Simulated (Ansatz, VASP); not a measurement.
One calculation of WSe2, two programs

File INCAR:

```
SYSTEM = WSe2
  PREC = Accurate
  ENCUT = 520
  EDIFF = 1E-6
  ISMEAR = 0
  SIGMA = 0.05
  LREAL = .FALSE.
  LASPH = .TRUE.
  NELM = 100
  ALGO = Normal
  ISIF = 2
  LWAVE = .FALSE.
  LCHARG = .FALSE.
  GGA = PE
  IVDW = 12
  NBANDS = 35
```

KPOINTS

```
regular mesh
0
G
  12 12 2
  0 0 0
```

File POSCAR:

```
WSe2
1.0
    3.1478664568      0.0000000000      0.0000000000
   -1.5739332284      2.7261323193      0.0000000000
    0.0000000000      0.0000000000     12.7886113051
W Se
2 4
Direct
    0.3333333333      0.6666666667      0.2500000000
    0.6666666667      0.3333333333      0.7500000000
    0.3333333333      0.6666666667      0.6182912222
    0.6666666667      0.3333333333      0.1182912222
    0.3333333333      0.6666666667      0.8817087778
    0.6666666667      0.3333333333      0.3817087778
```

Input for Ansatz:

```yaml
crystal:
  lattice:
    - [3.1478664568, 0.0, 0.0]
    - [-1.5739332284, 2.7261323193, 0.0]
    - [0.0, 0.0, 12.7886113051]
  atoms:
    - { symbol: W, position: [0.3333333333, 0.6666666667, 0.25] }
    - { symbol: W, position: [0.6666666667, 0.3333333333, 0.75] }
    - { symbol: Se, position: [0.3333333333, 0.6666666667, 0.6182912222] }
    - { symbol: Se, position: [0.6666666667, 0.3333333333, 0.1182912222] }
    - { symbol: Se, position: [0.3333333333, 0.6666666667, 0.8817087778] }
    - { symbol: Se, position: [0.6666666667, 0.3333333333, 0.3817087778] }
basis:
  ecutwfc: 420
kpoints:
  mp_grid: { grid: [12, 12, 2] }
hamiltonian:
  xc: pbe
  dispersion: d3bj
scf:
  occupations: { method: gaussian, width: 0.05 }
output:
  forces: true
  stress: true
  eigenvalues: true
```

Change from the starting cell: strain -0.0400 x Voigt [1, 1, 0, 0, 0, 0], atoms carried along.

Alike in both runs: task single point; functional PBE; dispersion D3(BJ); k mesh 12 × 12 × 2; occupations gaussian, width 0.05 eV; no spin polarisation.

```csv
,VASP,Ansatz
version,VASP 6.6.1,Ansatz 0.2.0
potentials or method,"VASP PAW PBE potentials, release 64 (W_sv, Se), cutoff 520 eV","scalar-relativistic, plane waves, PAW"
valence electrons in the cell,52,92
```

Ansatz gave:

| Item | Value |
| --- | --- |
| gap on the k mesh at the Fermi level (eV) | 0.97 |
| least direct gap on the mesh (eV) | 1.79 |
| pressure (GPa) | 13.2 |
| traceless stress, the component that is largest in VASP (GPa) | -3.44 |
| rms of the force components (eV/Å) | 0.457 |

Question: Estimate VASP's values.

Answer: gap on the k mesh at the Fermi level (eV): 0.97; least direct gap on the mesh (eV): 1.79; pressure (GPa): 13.6; traceless stress, the component that is largest in VASP (GPa): -3.32; rms of the force components (eV/Å): 0.487.

Atom by atom the forces differ by 0.030 eV/Å (rms over components). VASP's potentials hold 52 valence electrons a cell and Ansatz's 92, so a difference there can come from the potentials and not from the codes.

Neither program's run includes spin-orbit coupling.
